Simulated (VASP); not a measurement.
# Nb (Fm-3m) in VASP: a series of runs

The runs below take Nb through single point, with PBE.

Everything below comes from runs of VASP 6.6.1. Logs are shortened: lines on timing, memory, paths and dates and some standing lists are left out, and cuts for length are marked.

### Step 1. The cell of the first run

It takes space group Fm-3m (No. 225, cubic). Conventional cell: a = 4.286 Å, b = 4.286 Å, c = 4.286 Å, α = 90.00°, β = 90.00°, γ = 90.00°. Within 4.0 Å of Nb (site symmetry m-3m) lie 12 Nb at 3.03 Å.

### Step 2. Single point, PBE (volume scaled by 1.04)

Input file INCAR:

```
SYSTEM = Nb
PREC = Accurate
ENCUT = 520
EDIFF = 1E-6
ISMEAR = -1
SIGMA = 0.08
LREAL = .False.
LASPH = .True.
NELM = 80
ALGO = Normal
ISIF = 2
LWAVE = .False.
LCHARG = .False.
GGA = PE
NBANDS = 12
```

Input file KPOINTS:

```
Automatic mesh
0
Gamma
  13 13 13
  0 0 0
```

Input file POSCAR:

```
Nb
1.0
    0.0000000000      2.1428321391      2.1428321391
    2.1428321391      0.0000000000      2.1428321391
    2.1428321391      2.1428321391      0.0000000000
Nb
1
Direct
    0.0000000000      0.0000000000      0.0000000000
```

Potentials or basis: VASP PAW PBE potentials, release 64 (Nb_sv).

Run with:

```bash
$ cat potpaw_PBE.64/Nb_sv/POTCAR > POTCAR
$ mpirun -np 1 vasp_std > vasp.out
```

OUTCAR:

```text
SYSTEM = Nb
   PREC = Accurate
   ENCUT = 520
   EDIFF = 1E-6
   ISMEAR = -1
   LREAL = .False.
   LASPH = .True.
   NELM = 80
   ISIF = 2
   GGA = PE

 ion  position               nearest neighbor table
   1  0.000  0.000  0.000-

  LATTYP: Found a face centered cubic cell.
 ALAT       =     4.2856642782

  Lattice vectors:

 A1 = (   0.0000000000,   2.1428321391,   2.1428321391)
 A2 = (   2.1428321391,   0.0000000000,   2.1428321391)
 A3 = (   2.1428321391,   2.1428321391,   0.0000000000)

Analysis of symmetry for initial positions (statically):
=====================================================================
 Subroutine PRICEL returns:
 Original cell was already a primitive cell.

 Routine SETGRP: Setting up the symmetry group for a
 face centered cubic supercell.

 Subroutine GETGRP returns: Found 48 space group operations
 (whereof 48 operations were pure point group operations)
 out of a pool of 48 trial point group operations.

The static configuration has the point symmetry O_h .

Analysis of symmetry for dynamics (positions and initial velocities):
=====================================================================
 Subroutine PRICEL returns:
 Original cell was already a primitive cell.

 Routine SETGRP: Setting up the symmetry group for a
 face centered cubic supercell.

 Subroutine GETGRP returns: Found 48 space group operations
 (whereof 48 operations were pure point group operations)
 out of a pool of 48 trial point group operations.

The dynamic configuration has the point symmetry O_h .

 Subroutine INISYM returns: Found 48 space group operations
 (whereof 48 operations are pure point group operations),
 and found     1 'primitive' translations

----------------------------------------------------------------------------------------

                                     Primitive cell

  volume of cell :      19.6786

  direct lattice vectors                    reciprocal lattice vectors
     0.000000000  2.142832139  2.142832139    -0.233336056  0.233336056  0.233336056
     2.142832139  0.000000000  2.142832139     0.233336056 -0.233336056  0.233336056
     2.142832139  2.142832139  0.000000000     0.233336056  0.233336056 -0.233336056

  length of vectors
     3.030422273  3.030422273  3.030422273     0.404149904  0.404149904  0.404149904

  position of ions in fractional coordinates (direct lattice)
     0.000000000  0.000000000  0.000000000

  ion indices of the primitive-cell ions
   primitive index   ion index
                 1           1

[... 67 lines left out ...]
   LSORBIT =      F    spin-orbit coupling
   LASPH  =      T    aspherical Exc in radial PAW
   ENCUT  =  520.0 eV  38.22 Ry    6.18 a.u.   5.63  5.63  5.63*2*pi/ulx,y,z
   NELM   =     80;   NELMIN=  2; NELMDL= -5     # of ELM steps
   EDIFF  = 0.1E-05   stopping-criterion for ELM
   LREAL  =      F    real-space projection
   EDIFFG = 0.1E-04   stopping-criterion for IOM
   NSW    =      0    number of steps for IOM
   IBRION =     -1    ionic relax: 0-MD 1-quasi-New 2-CG
   NFREE  =      0    steps in history (QN), initial steepest desc. (CG)
   ISIF   =      2    stress and relaxation
   ISYM   =      2    0-nonsym 1-usesym 2-fastsym
   POTIM  = 0.5000    time-step for ionic-motion
   TEBEG  =    0.0;   TEEND  =   0.0 temperature during run
   PSTRESS=    0.0 pullay stress
   NELECT =      13.0000    total number of electrons
   NUPDOWN=      -1.0000    fix difference up-down
   EMIN   =  10.00;   EMAX   =-10.00  energy-range for DOS
   EFERMI =   0.00;   METHOD = LEGACY
   ISMEAR =    -1;   SIGMA  =   0.08  broadening in eV -4-tet -1-fermi 0-gaus
   EFERMI_NEDOS =   21; number of points for ismear=-14 and -15
   IALGO  =     38    algorithm
   IMIX   =      4    mixing-type and parameters
     AMIX     =   0.40;   BMIX     =  1.00
     AMIX_MAG =   1.60;   BMIX_MAG =  1.00
  volume/ion in A,a.u.               =      19.68       132.80
  Fermi-wavevector in a.u.,A,eV,Ry     =   1.425797  2.694366 27.659257  2.032898
  Thomas-Fermi vector in A             =   2.546143
   LORBIT       =      0    0 simple, 1 ext, 2 COOP (PROOUT), +10 PAW based schemes
   GGA     = PE    functional components
[... 5 lines left out ...]
 non-spin polarized calculation
  energy-cutoff  :      520.00
  volume of cell :       19.68
 maximum number of plane-waves:       540
   NGX = 11   NGY = 11   NGZ = 11

 number of electron      12.9999999 magnetization

 Free energy of the ion-electron system (eV)
  ---------------------------------------------------
  ext. energy  EPLUGINS =         0.00000000
  ---------------------------------------------------
  free energy    TOTEN  =        -9.88813774 eV

  energy without entropy =       -9.85478743  energy(sigma->0) =       -9.87146258

 E-fermi :  10.3064     XC(G=0): -12.0533

 val. band max:       10.3031853095   @ k =   0.3846   0.2308   0.0000
 cond. band min:      10.3068716386   @ k =   0.4615   0.3077   0.0769
 fundamental gap:      0.0036863290
 Fermi energy:        10.3063677055

 k-point     1 :       0.0000    0.0000    0.0000
  band No.  band energies     occupation
      1     -44.5379      2.00000
      2     -20.0054      2.00000
      3     -20.0054      2.00000
      4     -20.0054      2.00000
      5       4.2160      2.00000
      6      10.4488      0.28850
      7      10.4488      0.28849
      8      10.4488      0.28849
      9      12.8744      0.00000
     10      12.8744      0.00000
     11      22.0817      0.00000
     12      26.6532      0.00000
[... 331 lines left out ...]
 k-point    24 :       0.4615    0.1538    0.0000
  band No.  band energies     occupation
      1     -44.3756      2.00000
      2     -20.8952      2.00000
      3     -20.2526      2.00000
      4     -20.1920      2.00000
      5       7.2499      2.00000
      6       9.3787      1.99998
      7      10.2682      1.23390
      8      11.0545      0.00017
      9      14.7695      0.00000
     10      15.1718      0.00000
     11      20.5227      0.00000
     12      23.5826      0.00000

 [... further k-points ...]
[... 5 lines left out ...]
  --------------------------------------------------------------------------------------
  -------------------------------------------------------------------------------------
  Total       -0.8890677     -0.8890677     -0.8890677     -0.0000000      0.0000000      0.0000000
  in kB      -72.3853989    -72.3853989    -72.3853989     -0.0000000      0.0000000      0.0000000
  external PRESSURE =     -72.3853989 kB  Pullay stress =       0.0000000 kB

 VOLUME and BASIS-vectors are now :
 -----------------------------------------------------------------------------
  energy-cutoff  :      520.00
  volume of cell :       19.68
      direct lattice vectors                 reciprocal lattice vectors
     0.000000000  2.142832139  2.142832139    -0.233336056  0.233336056  0.233336056
     2.142832139  0.000000000  2.142832139     0.233336056 -0.233336056  0.233336056
     2.142832139  2.142832139  0.000000000     0.233336056  0.233336056 -0.233336056

 POSITION                                       TOTAL-FORCE (eV/Angst)
 -----------------------------------------------------------------------------------
      0.00000      0.00000      0.00000         0.000000      0.000000      0.000000
 -----------------------------------------------------------------------------------
    total drift:                                0.000000      0.000000     -0.000000

  FREE ENERGIE OF THE ION-ELECTRON SYSTEM (eV)
  ---------------------------------------------------
  free  energy   TOTEN  =        -9.8881377360 eV

  energy  without entropy=       -9.8547874315  energy(sigma->0) =       -9.87146258
```

It took 12 s on 1 thread of Intel Xeon Platinum 8259CL at 2.50GHz (Skylake/Cascade Lake), shared host; peak memory 0.15 GiB.

Results:

```yaml
Free_energy: -9.8881 eV
Pressure: -7.2 GPa
```

Levels at points of the mesh, in eV from the Fermi level:
```tsv
k point	band 3	band 4	band 5	band 6	band 7	band 8	band 9	band 10
(0.00, 0.00, 0.00)	-30.31	-30.31	-6.09	0.14	0.14	0.14	2.57	2.57
```

### Step 3. Single point, PBE (volume scaled by 1.02)

Input file INCAR:

```
PREC = Accurate ; ENCUT = 520
EDIFF = 1E-6 ; ISMEAR = -1
SIGMA = 0.08 ; LREAL = False
LASPH = True ; NELM = 100
ALGO = Normal ; ISIF = 2
LWAVE = False ; LCHARG = False
GGA = PE ; NBANDS = 12
```

Input file KPOINTS:

```
regular mesh
0
Gamma
  13 13 13
```

Input file POSCAR:

```
Nb
1.0
    0.0000000000      2.1290070307      2.1290070307
    2.1290070307      0.0000000000      2.1290070307
    2.1290070307      2.1290070307      0.0000000000
Nb
1
Direct
    0.0000000000      0.0000000000      0.0000000000
```

Potentials or basis: VASP PAW PBE potentials, release 64 (Nb_sv).

Run with:

```bash
$ cat potpaw_PBE.64/Nb_sv/POTCAR > POTCAR
$ mpirun -np 1 vasp_std > vasp.out
```

OUTCAR:

```text
PREC = Accurate
   ENCUT = 520
   EDIFF = 1E-6
   ISMEAR = -1
   LREAL = False
   LASPH = True
   NELM = 100
   ISIF = 2
   GGA = PE

 ion  position               nearest neighbor table
   1  0.000  0.000  0.000-

  LATTYP: Found a face centered cubic cell.
 ALAT       =     4.2580140614

  Lattice vectors:

 A1 = (   0.0000000000,   2.1290070307,   2.1290070307)
 A2 = (   2.1290070307,   0.0000000000,   2.1290070307)
 A3 = (   2.1290070307,   2.1290070307,   0.0000000000)

Analysis of symmetry for initial positions (statically):
=====================================================================
 Subroutine PRICEL returns:
 Original cell was already a primitive cell.

 Routine SETGRP: Setting up the symmetry group for a
 face centered cubic supercell.

 Subroutine GETGRP returns: Found 48 space group operations
 (whereof 48 operations were pure point group operations)
 out of a pool of 48 trial point group operations.

The static configuration has the point symmetry O_h .

Analysis of symmetry for dynamics (positions and initial velocities):
=====================================================================
 Subroutine PRICEL returns:
 Original cell was already a primitive cell.

 Routine SETGRP: Setting up the symmetry group for a
 face centered cubic supercell.

 Subroutine GETGRP returns: Found 48 space group operations
 (whereof 48 operations were pure point group operations)
 out of a pool of 48 trial point group operations.

The dynamic configuration has the point symmetry O_h .

 Subroutine INISYM returns: Found 48 space group operations
 (whereof 48 operations are pure point group operations),
 and found     1 'primitive' translations

----------------------------------------------------------------------------------------

                                     Primitive cell

  volume of cell :      19.3002
[... 100 lines left out ...]
   EMIN   =  10.00;   EMAX   =-10.00  energy-range for DOS
   EFERMI =   0.00;   METHOD = LEGACY
   ISMEAR =    -1;   SIGMA  =   0.08  broadening in eV -4-tet -1-fermi 0-gaus
   EFERMI_NEDOS =   21; number of points for ismear=-14 and -15
   IALGO  =     38    algorithm
   IMIX   =      4    mixing-type and parameters
     AMIX     =   0.40;   BMIX     =  1.00
     AMIX_MAG =   1.60;   BMIX_MAG =  1.00
  volume/ion in A,a.u.               =      19.30       130.24
  Fermi-wavevector in a.u.,A,eV,Ry     =   1.435056  2.711863 28.019645  2.059386
  Thomas-Fermi vector in A             =   2.554397
   LORBIT       =      0    0 simple, 1 ext, 2 COOP (PROOUT), +10 PAW based schemes
   GGA     = PE    functional components
[... 5 lines left out ...]
 non-spin polarized calculation
  energy-cutoff  :      520.00
  volume of cell :       19.30
 maximum number of plane-waves:       533
   NGX = 11   NGY = 11   NGZ = 11

 number of electron      13.0000000 magnetization

 Free energy of the ion-electron system (eV)
  ---------------------------------------------------
  ext. energy  EPLUGINS =         0.00000000
  ---------------------------------------------------
  free energy    TOTEN  =        -9.90179795 eV

  energy without entropy =       -9.86867899  energy(sigma->0) =       -9.88523847

 E-fermi :  10.5665     XC(G=0): -12.1508

 val. band max:       10.5663823631   @ k =   0.3846   0.2308   0.0000
 cond. band min:      10.5783170461   @ k =   0.4615   0.3077   0.0769
 fundamental gap:      0.0119346830
 Fermi energy:        10.5665405155

 k-point     1 :       0.0000    0.0000    0.0000
  band No.  band energies     occupation
      1     -44.2505      2.00000
      2     -19.6867      2.00000
      3     -19.6867      2.00000
      4     -19.6867      2.00000
      5       4.4260      2.00000
      6      10.7002      0.31659
      7      10.7002      0.31659
      8      10.7002      0.31659
      9      13.1933      0.00000
     10      13.1933      0.00000
     11      22.3681      0.00000
     12      27.0232      0.00000
[... 331 lines left out ...]
 k-point    24 :       0.4615    0.1538    0.0000
  band No.  band energies     occupation
      1     -44.0745      2.00000
      2     -20.6349      2.00000
      3     -19.9499      2.00000
      4     -19.8849      2.00000
      5       7.4572      2.00000
      6       9.6112      1.99999
      7      10.5389      1.17095
      8      11.3197      0.00016
      9      15.1443      0.00000
     10      15.5528      0.00000
     11      21.0035      0.00000
     12      23.9467      0.00000

 [... further k-points ...]
[... 5 lines left out ...]
  --------------------------------------------------------------------------------------
  -------------------------------------------------------------------------------------
  Total       -0.5378284     -0.5378284     -0.5378284      0.0000000      0.0000000      0.0000000
  in kB      -44.6470762    -44.6470762    -44.6470762      0.0000000      0.0000000      0.0000000
  external PRESSURE =     -44.6470762 kB  Pullay stress =       0.0000000 kB

 VOLUME and BASIS-vectors are now :
 -----------------------------------------------------------------------------
  energy-cutoff  :      520.00
  volume of cell :       19.30
      direct lattice vectors                 reciprocal lattice vectors
     0.000000000  2.129007031  2.129007031    -0.234851268  0.234851268  0.234851268
     2.129007031  0.000000000  2.129007031     0.234851268 -0.234851268  0.234851268
     2.129007031  2.129007031  0.000000000     0.234851268  0.234851268 -0.234851268

 POSITION                                       TOTAL-FORCE (eV/Angst)
 -----------------------------------------------------------------------------------
      0.00000      0.00000      0.00000         0.000000     -0.000000     -0.000000
 -----------------------------------------------------------------------------------
    total drift:                                0.000000     -0.000000     -0.000000

  FREE ENERGIE OF THE ION-ELECTRON SYSTEM (eV)
  ---------------------------------------------------
  free  energy   TOTEN  =        -9.9017979541 eV

  energy  without entropy=       -9.8686789916  energy(sigma->0) =       -9.88523847
```

stdout:

```text
POSCAR found type information on POSCAR Nb
 POSCAR found :  1 types and       1 ions
 scaLAPACK will be used
 LDA part: xc-table for (Slater+PW92), standard interpolation
 POSCAR, INCAR and KPOINTS ok, starting setup
 FFT: planning ... GRIDC
 FFT: planning ... GRID_SOFT
 FFT: planning ... GRID
 WAVECAR not read
 entering main loop
```

Run time: 11 s. Hardware: 1 thread of Intel Xeon Platinum 8259CL at 2.50GHz (Skylake/Cascade Lake), shared host; peak memory 0.14 GiB.

Results:

```
Free energy : -9.9018 eV
Pressure    : -4.5 GPa
```
